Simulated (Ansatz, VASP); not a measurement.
One calculation of TiAl, two programs

```
CELL_PARAMETERS angstrom
3.30571 0.00000 0.00000
0.00000 3.30571 0.00000
0.00000 0.00000 2.95762
ATOMIC_POSITIONS crystal
Ti 0.00000 0.00000 0.00000
Al 0.50000 0.50000 0.50000
```

Alike in both runs: task single point; functional LDA; k mesh 16 × 16 × 16; occupations gaussian, width 0.15 eV; no spin polarisation.

```csv
,VASP,Ansatz
version,VASP 6.6.1,Ansatz 0.2.0
potentials or method,"VASP PAW LDA potentials, release 64 (Ti_sv, Al), cutoff 520 eV","scalar-relativistic, plane waves, PAW"
valence electrons in the cell,15,15
```

```tsv
	VASP	Ansatz	Ansatz less VASP
gap on the k mesh at the Fermi level (eV)	none	none	-
pressure (GPa)	-5.9	-6.1	-0.15
traceless stress, the component that is largest in VASP (GPa)	-1.35	-1.33	+0.013
```

Ansatz warns that its potentials were made for another functional, while VASP's fit it. LDA's correlation is that of Perdew and Zunger in VASP and of Perdew and Wang (1992) in Ansatz. A gap of «none» marks a metal or a gap that the smearing closes.
